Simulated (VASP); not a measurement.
MgO:

```xyz
4
Lattice="3.2882 0.0000 0.0000 -1.6441 2.8477 0.0000 0.0000 0.0000 4.9337" Properties=species:S:1:pos:R:3 pbc="T T T"
Mg    0.0000    1.8985   -0.0652
Mg    1.6441    0.9492    2.4016
O     0.0000    1.8985    1.9154
O     1.6441    0.9492    4.3822
```

This cell differs from its parent crystal: uniaxial z strain -2.0%.

Base run:

```yaml
Program: VASP 6.6.1
Functional: PBE
Potentials_or_basis: VASP PAW PBE potentials, release 64 (Mg, O)
Cutoff: 520 eV
k_mesh: 12 × 12 × 6
Occupations: fermi-dirac, width 0.02 eV
Spin: no spin polarisation
```

Its results: band gap on the k mesh 3.57 eV; pressure 5.8 GPa; largest force 0.019 eV/Å.

Task: The run is repeated on the same cell with these changes: functional from PBE to r2SCAN; occupations from fermi-dirac, width 0.02 eV to gaussian, width 0.01 eV. What comes out?

Result: Band gap on the k mesh 4.24 eV; pressure 1.7 GPa; largest force 0.003 eV/Å.

Caveats: the cell stands under pressure (at least some runs); the PAW data sets were made with another functional, which shifts forces and pressure a little (at least some runs).

A k mesh can miss the band edges.
